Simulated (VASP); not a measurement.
C:

```xyz
3
Lattice="2.5880 0.0000 0.0000 -1.2940 2.2413 0.0000 0.0000 0.0000 2.9064" Properties=species:S:1:pos:R:3 pbc="T T T"
C    -0.5431    1.8077    0.4844
C     0.0000    0.8671    2.4220
C     0.5431    1.8077    1.4532
```

```yaml
Program: VASP 6.6.1
Task: relaxation of cell and atoms
Functional: PBE
Potentials_or_basis: VASP PAW PBE potentials, release 64 (C)
Cutoff: 600 eV
k_mesh: 6 × 6 × 6
Occupations: gaussian, width 0.1 eV
Spin: no spin polarisation
```

At the start: pressure 17.6 GPa; volume 5.62 Å³/atom.

Problem. Where does the relaxation end?

Solution. Over 8 steps the energy falls by 360.1 meV/atom and the volume is 5.49 Å³/atom (-2.3 %); space group P6_222 (No. 180, to 0.05 Å).

The path:
```
step  energy change (eV)  largest force (eV/Å)  pressure (GPa)  volume (Å³)
   1              0.0000                5.4823           17.57        16.86
   2              0.2853                4.7059           -3.45        18.39
   3             -0.9891                0.0011          -23.03        17.50
   4             -0.9902                0.1384          -22.62        17.48
   5             -0.9990                1.1628           19.62        15.81
   6             -1.0728                0.4411           -3.01        16.59
   7             -1.0750                0.3936            2.21        16.38
   8             -1.0802                0.0079           -0.32        16.47
```

Final structure:
```
C
1.0
     2.60573    0.00000    0.00000
    -1.30287    2.25663    0.00000
     0.00000    0.00000    2.80157
C
3
Direct
  0.16670 0.83330 0.16667
  0.16670 0.33341 0.83333
  0.66659 0.83330 0.50000
```

Caveat: the k points lie up to 0.46 Å⁻¹ apart in the final cell.
